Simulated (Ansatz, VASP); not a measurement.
## Si: VASP beside Ansatz

File INCAR:

```
PREC     = Accurate       # precision mode
ENCUT    = 500            # plane-wave cutoff, eV
EDIFF    = 1E-6           # SCF threshold, eV
ISMEAR   = -1             # smearing method
SIGMA    = 0.02           # smearing width, eV
LREAL    = F              # projectors in reciprocal space
LASPH    = T              # aspherical terms in the spheres
NELM     = 120            # most SCF steps
ALGO     = Normal         # electronic algorithm
ISIF     = 2              # what is computed and relaxed
LWAVE    = F              # write WAVECAR
LCHARG   = T              # write CHGCAR
GGA      = PE             # functional
LELF     = T              # ELF
LVHAR    = T            
NBANDS   = 11             # bands
GGA_COMPAT= F
```

File KPOINTS:

```
Automatic mesh
0
Gamma
  10 10 10
```

File POSCAR:

```
Si
1.0
    0.0000000000      2.7576691254      2.7576691254
    2.7576691254      0.0000000000      2.7576691254
    2.7576691254      2.7576691254      0.0000000000
Si
2
Direct
    0.7500000000      0.7500000000      0.7500000000
    0.5000000000      0.5000000000      0.5000000000
```

Input for Ansatz:

```yaml
crystal:
  lattice:
    - [0.0, 2.7576691254, 2.7576691254]
    - [2.7576691254, 0.0, 2.7576691254]
    - [2.7576691254, 2.7576691254, 0.0]
  atoms:
    - { symbol: Si, position: [0.75, 0.75, 0.75] }
    - { symbol: Si, position: [0.5, 0.5, 0.5] }
kpoints:
  mp_grid: { grid: [10, 10, 10] }
scf:
  occupations: { method: fermi_dirac, width: 0.02 }
hamiltonian:
  xc: pbe
  pseudopotentials: { kind: all_electron, lapw: { basis_error: 0.0005 } }
output:
  forces: true
  stress: true
  eigenvalues: true
```

Change from the starting cell: functional pbe, volume scaled by 1.04.

Alike in both runs: task single point; functional PBE; k mesh 10 × 10 × 10; occupations fermi-dirac, width 0.02 eV; no spin polarisation.

|  | VASP | Ansatz |
| --- | --- | --- |
| version | VASP 6.6.1 | Ansatz 0.2.0 |
| potentials or method | VASP PAW PBE potentials, release 64 (Si), cutoff 500 eV | all-electron LAPW, scalar-relativistic |

|  | VASP | Ansatz | Ansatz less VASP |
| --- | --- | --- | --- |
| pressure (GPa) | -2.1 | -2.1 | +0.05 |

Ansatz ran all-electron here, and VASP with PAW potentials.
